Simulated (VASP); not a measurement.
Set up this calculation in VASP 6.6.1, as the native input.

```yaml
Task: single point
Functional: PBEsol
Potentials_or_basis: VASP PAW PBE potentials, release 64 (Ba_sv, Ti_sv, O)
Cutoff: 520 eV
k_mesh: 7 × 7 × 7
Occupations: fermi-dirac, width 0.05 eV
Spin: non-collinear spin, zero start, spin-orbit coupling
Starting_moments: "[[0.0, 0.0, 0.0], [0.0, 0.0, 0.0], [0.0, 0.0, 0.0], [0.0, 0.0, 0.0], [0.0, 0.0, 0.0]] μB"
Dipole_correction: no
Further_INCAR_settings: ALGO = Normal; EDIFF = 1e-06; NBANDS = 55
```

The structure of BaTiO3 lies in POSCAR:

```
BaTiO3
1.0
    4.0060000000      0.0000000000      0.0000000000
    0.0000000000      4.0060000000      0.0000000000
    0.0000000000      0.0000000000      4.0060000000
Ba Ti O
1 1 3
Direct
    0.5000000000      0.5000000000      0.5000000000
    0.0000000000      0.0000000000      0.0000000000
    0.0000000000      0.0000000000      0.5000000000
    0.0000000000      0.5000000000      0.0000000000
    0.5000000000      0.0000000000      0.0000000000
```

These files were run (other wordings do the same):

INCAR

```
SYSTEM = BaTiO3
PREC = Accurate
ENCUT = 520
EDIFF = 1E-6
ISMEAR = -1
SIGMA = 0.05
LREAL = .FALSE.
LASPH = .TRUE.
NELM = 150
ALGO = Normal
ISIF = 2
LWAVE = .FALSE.
LCHARG = .TRUE.
MAGMOM = 0 0 0 0 0 0 0 0 0 0 0 0 0 0 0
LORBIT = 11
LSORBIT = .TRUE.
GGA_COMPAT = .FALSE.
LORBMOM = .TRUE.
LMAXMIX = 4
GGA = PS
LVHAR = .TRUE.
NBANDS = 55
```

KPOINTS

```
Automatic mesh
0
G
  7 7 7
  0 0 0
```

Potentials or basis: VASP PAW PBE potentials, release 64 (Ba_sv, Ti_sv, O).

Launch:

```console
$ cat potpaw_PBE.64/Ba_sv/POTCAR potpaw_PBE.64/Ti_sv/POTCAR potpaw_PBE.64/O/POTCAR > POTCAR
$ mpirun -np 1 vasp_ncl > vasp.out
```

It gave:

The pressure is -2.8 GPa and the net moment is 0.00 μB per cell. The valence electrons inside the program's atomic spheres are Ba 7.97; Ti 10.19; O 5.00.

Caveat: the PAW data sets were made with another functional, which shifts forces and pressure a little.

Wall time 85 s on 1 thread of AMD EPYC 9R45 96-Core Processor (Zen 5), with other jobs on the host, peak memory 0.31 GiB.
